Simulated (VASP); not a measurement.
# Rh (Fm-3m) in VASP: single point with r2SCAN

Aim: the single point of Rh with r2SCAN.

All numbers are computed with VASP 6.6.1; they aren't measurements. Logs are shortened: lines on timing, memory, paths and dates and some standing lists are left out, and cuts for length are marked.

### Step 1. The cell of the first run

It takes space group Fm-3m (No. 225, cubic). The conventional cell has a = 3.800 Å, b = 3.800 Å, c = 3.800 Å, α = 90.00°, β = 90.00°, γ = 90.00°. Rh (site symmetry m-3m) has 12 Rh at 2.69 Å within 3.5 Å.

### Step 2. Single point, r2SCAN

POSCAR

```
Rh
1.0
    1.9001537962      1.9001537962      0.0000000000
   -1.9001537962      1.9001537962      0.0000000000
    0.0000000000      1.9001537962      1.9001537962
Rh
1
Direct
    0.0000000000      0.0000000000      0.0000000000
```

INCAR.step1

```
ALGO = Normal
EDIFF = 1E-5
ENCUT = 680
GGA = PE
GGA_COMPAT = False
ISMEAR = -1
LASPH = True
LCHARG = False
LREAL = False
LWAVE = True
NBANDS = 14
NELM = 120
PREC = Accurate
SIGMA = 0.05
```

INCAR.step2

```
ALGO = Normal
EDIFF = 1E-6
ENCUT = 680
GGA_COMPAT = False
ISIF = 2
ISMEAR = -1
ISTART = 1
LASPH = True
LCHARG = True
LELF = True
LMIXTAU = True
LREAL = False
LVHAR = True
LWAVE = False
METAGGA = R2SCAN
NBANDS = 14
NELM = 120
PREC = Accurate
SIGMA = 0.05
```

KPOINTS

```
k-points
0
Gamma
  14 14 14
```

Potentials or basis: VASP PAW PBE potentials, release 64 (Rh_sv_GW).

On the command line:

```bash
$ cat potpaw_PBE.64/Rh_sv_GW/POTCAR > POTCAR
$ cp INCAR.step1 INCAR
$ mpirun -np 1 vasp_std > vasp.out
$ cp INCAR.step2 INCAR
$ mpirun -np 1 vasp_std > vasp.out
```

OUTCAR:

```text
EDIFF = 1E-6
   ENCUT = 680
   ISIF = 2
   ISMEAR = -1
   ISTART = 1
   LASPH = True
   LREAL = False
   METAGGA = R2SCAN
   NELM = 120
   PREC = Accurate

 ion  position               nearest neighbor table
   1  0.000  0.000  0.000-

  LATTYP: Found a face centered cubic cell.
 ALAT       =     3.8003075924

  Lattice vectors:

 A1 = (   0.0000000000,   1.9001537962,   1.9001537962)
 A2 = (   1.9001537962,   0.0000000000,   1.9001537962)
 A3 = (   1.9001537962,   1.9001537962,   0.0000000000)

Analysis of symmetry for initial positions (statically):
=====================================================================
 Subroutine PRICEL returns:
 Original cell was already a primitive cell.

 Routine SETGRP: Setting up the symmetry group for a
 face centered cubic supercell.

 Subroutine GETGRP returns: Found 48 space group operations
 (whereof 48 operations were pure point group operations)
 out of a pool of 48 trial point group operations.

The static configuration has the point symmetry O_h .

Analysis of symmetry for dynamics (positions and initial velocities):
=====================================================================
 Subroutine PRICEL returns:
 Original cell was already a primitive cell.

 Routine SETGRP: Setting up the symmetry group for a
 face centered cubic supercell.

 Subroutine GETGRP returns: Found 48 space group operations
 (whereof 48 operations were pure point group operations)
 out of a pool of 48 trial point group operations.

The dynamic configuration has the point symmetry O_h .

 Subroutine INISYM returns: Found 48 space group operations
 (whereof 48 operations are pure point group operations),
 and found     1 'primitive' translations

----------------------------------------------------------------------------------------

                                     Primitive cell

  volume of cell :      13.7213

  direct lattice vectors                    reciprocal lattice vectors
     1.900153796  1.900153796  0.000000000     0.263136595  0.263136595 -0.263136595
    -1.900153796  1.900153796  0.000000000    -0.263136595  0.263136595 -0.263136595
     0.000000000  1.900153796  1.900153796     0.000000000  0.000000000  0.526273190

  length of vectors
     2.687223269  2.687223269  2.687223269     0.455765952  0.455765952  0.526273190

  position of ions in fractional coordinates (direct lattice)
     0.000000000  0.000000000  0.000000000

  ion indices of the primitive-cell ions
   primitive index   ion index
                 1           1

----------------------------------------------------------------------------------------

 KPOINTS: k-points

Automatic generation of k-mesh.
 Grid dimensions read from file:
 generate k-points for:   14   14   14

 Generating k-lattice:

  Cartesian coordinates                     Fractional coordinates (reciprocal lattice)
     0.018795471  0.018795471 -0.018795471     0.071428571  0.000000000  0.000000000
    -0.018795471  0.018795471 -0.018795471     0.000000000  0.071428571  0.000000000
     0.000000000  0.000000000  0.037590942     0.000000000  0.000000000  0.071428571

  Length of vectors
     0.032554711  0.032554711  0.037590942

  Shift w.r.t. Gamma in fractional coordinates (k-lattice)
     0.000000000  0.000000000  0.000000000

 Subroutine IBZKPT returns following result:
 ===========================================

 Found    104 irreducible k-points:

 Following reciprocal coordinates:
            Coordinates               Weight
  0.000000  0.000000  0.000000      1.000000
  0.071429  0.000000  0.000000      8.000000
  0.142857  0.000000  0.000000      8.000000
  0.214286  0.000000  0.000000      8.000000
  0.285714  0.000000  0.000000      8.000000
  0.357143  0.000000  0.000000      8.000000
[... 16 lines left out ...]
  0.214286  0.142857  0.000000     24.000000
  0.285714  0.142857  0.000000     24.000000
 [... further k-points ...]
   k-points           NKPTS =    104   k-points in BZ     NKDIM =    104   number of bands    NBANDS=     14
   number of dos      NEDOS =    301   number of ions     NIONS =      1
   total plane-waves  NPLWV =  13824
   dimension x,y,z NGX =    24 NGY =   24 NGZ =   24
   dimension x,y,z NGXF=    48 NGYF=   48 NGZF=   48
   ions per type =               1
   NGX,Y,Z   is equivalent  to a cutoff of  14.85, 14.85, 14.85 a.u.
   NGXF,Y,Z  is equivalent  to a cutoff of  29.70, 29.70, 29.70 a.u.
 SYSTEM =  unknown system
   PREC   = accura    normal or accurate (medium, high low for compatibility)
   ISTART =      1    job   : 0-new  1-cont  2-samecut
   ICHARG =      0    charge: 1-file 2-atom 10-const
   ISPIN  =      1    spin polarized calculation?
   LNONCOLLINEAR =      F non collinear calculations
   LSORBIT =      F    spin-orbit coupling
   LASPH  =      T    aspherical Exc in radial PAW
   ENCUT  =  680.0 eV  49.98 Ry    7.07 a.u.   5.71  5.71  5.71*2*pi/ulx,y,z
   NELM   =    120;   NELMIN=  2; NELMDL=  0     # of ELM steps
   EDIFF  = 0.1E-05   stopping-criterion for ELM
   LREAL  =      F    real-space projection
   EDIFFG = 0.1E-04   stopping-criterion for IOM
   NSW    =      0    number of steps for IOM
   IBRION =     -1    ionic relax: 0-MD 1-quasi-New 2-CG
   NFREE  =      0    steps in history (QN), initial steepest desc. (CG)
   ISIF   =      2    stress and relaxation
   ISYM   =      2    0-nonsym 1-usesym 2-fastsym
   POTIM  = 0.5000    time-step for ionic-motion
   TEBEG  =    0.0;   TEEND  =   0.0 temperature during run
   PSTRESS=    0.0 pullay stress
   NELECT =      17.0000    total number of electrons
   NUPDOWN=      -1.0000    fix difference up-down
   EMIN   =  10.00;   EMAX   =-10.00  energy-range for DOS
   EFERMI =   0.00;   METHOD = LEGACY
   ISMEAR =    -1;   SIGMA  =   0.05  broadening in eV -4-tet -1-fermi 0-gaus
   EFERMI_NEDOS =   21; number of points for ismear=-14 and -15
   IALGO  =     38    algorithm
   IMIX   =      4    mixing-type and parameters
     AMIX     =   0.40;   BMIX     =  1.00
     AMIX_MAG =   1.60;   BMIX_MAG =  1.00
  volume/ion in A,a.u.               =      13.72        92.60
  Fermi-wavevector in a.u.,A,eV,Ry     =   1.758298  3.322701 42.063914  3.091610
  Thomas-Fermi vector in A             =   2.827484
   LORBIT       =      0    0 simple, 1 ext, 2 COOP (PROOUT), +10 PAW based schemes
   METAGGA = R2SCAN    functional components
   LHFCALC =     F    Hartree Fock is set to
   AEXX    =    0.0000 exact exchange contribution
   IVDW    =     0    specifies the selected vdW correction
   LEPSILON=     F    determine dielectric tensor
   LRPA    =     F    only Hartree local field effects (RPA)
 non-spin polarized calculation
  energy-cutoff  :      680.00
  volume of cell :       13.72
 maximum number of plane-waves:       568
   NGX = 11   NGY = 11   NGZ = 11

 number of electron      17.0000001 magnetization

 Free energy of the ion-electron system (eV)
  ---------------------------------------------------
  ext. energy  EPLUGINS =         0.00000000
  ---------------------------------------------------
  free energy    TOTEN  =       -23.29197970 eV

  energy without entropy =      -23.28208695  energy(sigma->0) =      -23.28703332

 E-fermi :  10.7079     XC(G=0): -15.2827

 val. band max:       10.6680328460   @ k =   0.3571   0.0000   0.0000
 cond. band min:      10.7147832935   @ k =   0.3571   0.3571   0.0714
 fundamental gap:      0.0467504475
 Fermi energy:        10.7078801321

 k-point     1 :       0.0000    0.0000    0.0000
  band No.  band energies     occupation
      1     -70.4398      2.00000
      2     -37.0667      2.00000
      3     -37.0667      2.00000
      4     -37.0667      2.00000
      5       2.5592      2.00000
      6       7.5550      2.00000
      7       7.5550      2.00000
      8       7.5550      2.00000
      9       9.6573      2.00000
     10       9.6573      2.00000
     11      27.1881      0.00000
     12      32.8444      0.00000
     13      32.8444      0.00000
     14      32.8444      0.00000

 k-point     2 :       0.0714    0.0000    0.0000
  band No.  band energies     occupation
      1     -70.4337      2.00000
      2     -37.1069      2.00000
      3     -37.0721      2.00000
      4     -37.0721      2.00000
      5       2.7724      2.00000
      6       7.4612      2.00000
      7       7.6374      2.00000
      8       7.6374      2.00000
      9       9.6125      2.00000
     10       9.6125      2.00000
     11      27.4925      0.00000
     12      31.8184      0.00000
     13      33.1544      0.00000
     14      33.1544      0.00000

 k-point     3 :       0.1429    0.0000    0.0000
  band No.  band energies     occupation
      1     -70.4167      2.00000
      2     -37.2187      2.00000
      3     -37.0872      2.00000
      4     -37.0872      2.00000
      5       3.3608      2.00000
      6       7.2624      2.00000
      7       7.8265      2.00000
      8       7.8266      2.00000
      9       9.5477      2.00000
     10       9.5478      2.00000
     11      28.2301      0.00000
     12      29.8416      0.00000
     13      34.0373      0.00000
     14      34.0373      0.00000

 k-point     4 :       0.2143    0.0000    0.0000
  band No.  band energies     occupation
      1     -70.3919      2.00000
      2     -37.3784      2.00000
      3     -37.1090      2.00000
      4     -37.1090      2.00000
      5       4.1074      2.00000
      6       7.2385      2.00000
      7       7.9381      2.00000
      8       7.9381      2.00000
      9       9.6672      2.00000
     10       9.6672      2.00000
     11      27.6343      0.00000
     12      28.8906      0.00000
     13      35.3390      0.00000
     14      35.3390      0.00000

 k-point     5 :       0.2857    0.0000    0.0000
  band No.  band energies     occupation
      1     -70.3643      2.00000
      2     -37.5533      2.00000
      3     -37.1332      2.00000
      4     -37.1332      2.00000
      5       4.5504      2.00000
      6       7.8420      2.00000
      7       7.8420      2.00000
      8       7.8873      2.00000
      9      10.0971      1.99999
     10      10.0971      1.99999
     11      25.3780      0.00000
[... 276 lines left out ...]
 k-point    22 :       0.1429    0.1429    0.0000
  band No.  band energies     occupation
      1     -70.3838      2.00000
      2     -37.3815      2.00000
      3     -37.1825      2.00000
      4     -37.0993      2.00000
      5       4.4994      2.00000
      6       6.7869      2.00000
      7       7.9795      2.00000
      8       8.3146      2.00000
      9       8.9282      2.00000
     10      10.4434      1.98996
     11      28.2118      0.00000
     12      29.0614      0.00000
     13      32.8906      0.00000
     14      35.1081      0.00000

 k-point    23 :       0.2143    0.1429    0.0000
  band No.  band energies     occupation
      1     -70.3589      2.00000
      2     -37.5098      2.00000
      3     -37.2333      2.00000
      4     -37.1211      2.00000
      5       5.1641      2.00000
      6       6.8061      2.00000
      7       7.7774      2.00000
      8       8.3925      2.00000
      9       9.0990      2.00000
     10      11.3128      0.00001
     11      26.5385      0.00000
     12      28.7308      0.00000
     13      32.6497      0.00000
     14      34.1182      0.00000

 k-point    24 :       0.2857    0.1429    0.0000
  band No.  band energies     occupation
      1     -70.3347      2.00000
      2     -37.6409      2.00000
      3     -37.2682      2.00000
      4     -37.1483      2.00000
      5       5.2595      2.00000
      6       7.2991      2.00000
      7       7.7354      2.00000
      8       8.1658      2.00000
      9       9.7720      2.00000
     10      12.3873      0.00000
     11      24.1707      0.00000
     12      28.1431      0.00000
     13      31.2590      0.00000
     14      35.9411      0.00000

 [... further k-points ...]
[... 5 lines left out ...]
  --------------------------------------------------------------------------------------
  -------------------------------------------------------------------------------------
  Total        0.0021133      0.0021133      0.0021133      0.0000000      0.0000000     -0.0000000
  in kB        0.2467641      0.2467641      0.2467641      0.0000000      0.0000000     -0.0000000
  external PRESSURE =       0.2467641 kB  Pullay stress =       0.0000000 kB

 VOLUME and BASIS-vectors are now :
 -----------------------------------------------------------------------------
  energy-cutoff  :      680.00
  volume of cell :       13.72
      direct lattice vectors                 reciprocal lattice vectors
     1.900153796  1.900153796  0.000000000     0.263136595  0.263136595 -0.263136595
    -1.900153796  1.900153796  0.000000000    -0.263136595  0.263136595 -0.263136595
     0.000000000  1.900153796  1.900153796     0.000000000  0.000000000  0.526273190

 POSITION                                       TOTAL-FORCE (eV/Angst)
 -----------------------------------------------------------------------------------
      0.00000      0.00000      0.00000         0.000000      0.000000      0.000000
 -----------------------------------------------------------------------------------
    total drift:                               -0.000000     -0.000000     -0.000000

  FREE ENERGIE OF THE ION-ELECTRON SYSTEM (eV)
  ---------------------------------------------------
  free  energy   TOTEN  =       -23.2919796969 eV

  energy  without entropy=      -23.2820869508  energy(sigma->0) =      -23.28703332
```

It took 67 s on 1 thread of AMD EPYC 9R45 (Zen 5), shared host; peak memory 0.15 GiB.

What came out:

| Property | Result |
| --- | --- |
| Free energy | -23.2920 eV |
| Pressure | 0.0 GPa |
| Band gap on the k mesh | zero (an odd number of electrons rules out a gap without spin polarisation) |

Levels at points of the mesh, in eV from the Fermi level:
```
           k point  band 6  band 7  band 8  band 9  band 10  band 11
(0.00, 0.00, 0.00)   -3.15   -3.15   -3.15   -1.05    -1.05    16.48
(0.50, 0.00, 0.00)   -3.27   -3.27    0.61    0.61     0.92     9.14
(0.50, 0.50, 0.00)   -6.16    0.54    1.07    1.07     3.50    12.93
```

Caveat: the PAW data sets were made with another functional, which shifts forces and pressure a little.

The gap in the log of VASP goes by the Fermi energy; the results here count the filled bands.